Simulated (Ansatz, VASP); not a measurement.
## W: VASP beside Ansatz

INCAR

```
SYSTEM = W
ALGO     = Normal         ! electronic algorithm
EDIFF    = 1E-6           ! SCF threshold, eV
ENCUT    = 500            ! plane-wave cutoff, eV
GGA_COMPAT= .False.      
ISIF     = 2              ! what is computed and relaxed
ISMEAR   = -1             ! smearing method
LASPH    = .True.         ! aspherical terms in the spheres
LCHARG   = .False.        ! write CHGCAR
LDAU     = .True.         ! DFT+U
LDAUJ    = 0            
LDAUL    = 2              ! shell
LDAUPRINT= 1            
LDAUTYPE = 2            
LDAUU    = 4              ! U, eV
LMAXMIX  = 4              ! l up to which the mixer works
LREAL    = .False.        ! projectors in reciprocal space
LWAVE    = .False.        ! write WAVECAR
NBANDS   = 13             ! bands
NELM     = 200            ! most SCF steps
PREC     = Accurate       ! precision mode
SIGMA    = 0.05           ! smearing width, eV
```

KPOINTS

```
k-points
0
Gamma
  12 12 12
  0 0 0
```

File POSCAR:

```
W
1.0
   -1.6031677150      1.6031677150      1.6031677150
    1.6031677150     -1.6031677150      1.6031677150
    1.6031677150      1.6031677150     -1.6031677150
W
1
Direct
    0.0000000000      0.0000000000      0.0000000000
```

input.yaml

```yaml
crystal:
  lattice: { a: 3.20633543, b: 3.20633543, c: 3.20633543, alpha: 90.0, beta: 90.0, gamma: 90.0 }
  space_group: 229
  reduce_to_primitive: true
  atoms:
    - { symbol: W, wyckoff: "2a", position: [0.0, 0.0, 0.0] }
hamiltonian:
  xc: lda
  pseudopotentials: { kind: paw, xc_functional: lda, accuracy: standard }
  hubbard: { sites: [{ species: W, l: d, u_eff: 4.0 }] }
kpoints:
  mp_grid: { grid: [12, 12, 12] }
scf:
  occupations: { method: fermi_dirac, width: 0.05 }
output:
  forces: true
  stress: true
  eigenvalues: true
  write_density: true
  write_potential: true
  elf: true
  volumetric_format: npy
```

Change from the starting cell: volume scaled by 1.04.

Alike in both runs: task single point; functional LDA; k mesh 12 × 12 × 12; occupations fermi-dirac, width 0.05 eV; no spin polarisation; Hubbard terms W d U = 4.0 eV.

|  | VASP | Ansatz |
| --- | --- | --- |
| version | VASP 6.6.1 | Ansatz 0.2.0 |
| potentials or method | VASP PAW LDA potentials, release 64 (W_sv) | JTH PAW LDA |
| plane-wave cutoff (eV) | 500 | 1290 |
| valence electrons in the cell | 14 | 14 |

```tsv
	VASP	Ansatz	Ansatz less VASP
gap on the k mesh at the Fermi level (eV)	none	none	-
pressure (GPa)	-7.4	-15.8	-8.39
```

LDA's correlation is that of Perdew and Zunger in VASP and of Perdew and Wang (1992) in Ansatz. The programs project onto different local orbitals, so the same U acts differently, and such runs can settle in different states. A gap of «none» marks a metal or a gap that the smearing closes.

Spin-orbit coupling is off throughout.
